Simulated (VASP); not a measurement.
Input of a VASP 6.6.1 run:

The input INCAR:

```
SYSTEM = KCl
  PREC = Accurate
  ENCUT = 400
  EDIFF = 1E-8
  ISMEAR = -1
  SIGMA = 0.02
  LREAL = .FALSE.
  LASPH = .TRUE.
  NELM = 120
  ALGO = Normal
  ISIF = 2
  LWAVE = .FALSE.
  LCHARG = .FALSE.
  GGA = PE
  LEFG = .TRUE.
  NBANDS = 15
  GGA_COMPAT = .FALSE.
```

The input KPOINTS:

```
Automatic mesh
0
G
  7 7 7
  0 0 0
```

POSCAR

```
KCl
1.0
    3.5249800000      0.0000000000      0.0000000000
    0.0000000000      3.5249800000      0.0000000000
    0.0000000000      0.0000000000      3.6340000000
K Cl
1 1
Direct
    0.0000000000      0.0000000000      0.0000000000
    0.5000000000      0.5000000000      0.5000000000
```

Potentials or basis: VASP PAW PBE potentials, release 64 (K_sv, Cl).

Command:

```bash
$ cat potpaw_PBE.64/K_sv/POTCAR potpaw_PBE.64/Cl/POTCAR > POTCAR
$ mpirun -np 1 vasp_std > vasp.out
```

Estimate the pressure.

7.2 GPa.

Predict the band gap on the k mesh.

5.84 eV (least direct gap 6.04 eV).

Electric field gradients, principal values (V/Å²):
| atom | least | middle | greatest (by size) |
| --- | --- | --- | --- |
| 1 K | 2.188 | 2.188 | -4.375 |
| 2 Cl | -3.993 | -3.993 | 7.985 |

Caveat: the cell differs from its parent crystal (equal xx and yy strain of -3 %); the cell stands under pressure; without QUAD_EFG the Cq values of the log hold for a quadrupole moment of 1 mb, not for the nuclei. A k mesh can miss the band edges.
